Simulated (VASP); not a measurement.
Set up this calculation in VASP 6.6.1, as the native input.

* Task: relaxation of cell and atoms
* Functional: PBE
* Potentials or basis: VASP PAW PBE potentials, release 64 (Al, Ga_d, Ru_pv)
* Cutoff: 600 eV
* k mesh: 8 × 8 × 8
* Occupations: gaussian, width 0.1 eV
* Spin: no spin polarisation
* Dipole correction: no
* Further INCAR settings: ALGO = Fast; EDIFF = 1e-07; IBRION = 2; EDIFFG = -0.01; NSW = 100; ISIF = 3

The structure of AlGa3Ru lies in POSCAR:

```
AlGa3Ru
1.0
    4.7928111013      0.0000000000      0.0000000000
    0.0000000000      4.7928111013      0.0000000000
    0.0000000000      0.0000000000      4.7928111013
Al Ga Ru
1 3 1
Direct
    0.0000000000      0.0000000000      0.0000000000
    0.0000000000      0.5000000000      0.5000000000
    0.5000000000      0.0000000000      0.5000000000
    0.5000000000      0.5000000000      0.0000000000
    0.5000000000      0.5000000000      0.5000000000
```

These files were run (other wordings do the same):

INCAR

```
SYSTEM = AlGa3Ru
  PREC = Accurate
  ENCUT = 600
  EDIFF = 1E-7
  ISMEAR = 0
  SIGMA = 0.1
  LREAL = .FALSE.
  LASPH = .TRUE.
  NELM = 60
  ALGO = Fast
  ISIF = 3
  LWAVE = .FALSE.
  LCHARG = .FALSE.
  GGA = PE
  IBRION = 2
  NSW = 100
  EDIFFG = -0.01
```

KPOINTS

```
regular mesh
0
G
  8 8 8
  0 0 0
```

Potentials or basis: VASP PAW PBE potentials, release 64 (Al, Ga_d, Ru_pv).

Launch:

```sh
$ cat potpaw_PBE.64/Al/POTCAR potpaw_PBE.64/Ga_d/POTCAR potpaw_PBE.64/Ru_pv/POTCAR > POTCAR
$ mpirun -np 1 vasp_std > vasp.out
```

Results of the run:

The relaxed volume is 22.21 Å³/atom, the relaxed cell is a = 4.807 Å, b = 4.807 Å, c = 4.807 Å, α = 90.00°, β = 90.00°, γ = 90.00° and the space group after relaxing (to 0.1 Å) is Pm-3m (No. 221). The energy gained by relaxing is 0.4 meV/atom. The ionic steps are 3 and the pressure after relaxing is 0.0 GPa. The band gap on the k mesh is zero (bands 28 and 29 overlap by 0.55 eV).

It took 5.9 min on 1 thread of AMD EPYC 9R14 (Zen 4), on a shared host, peak memory 0.32 GiB.
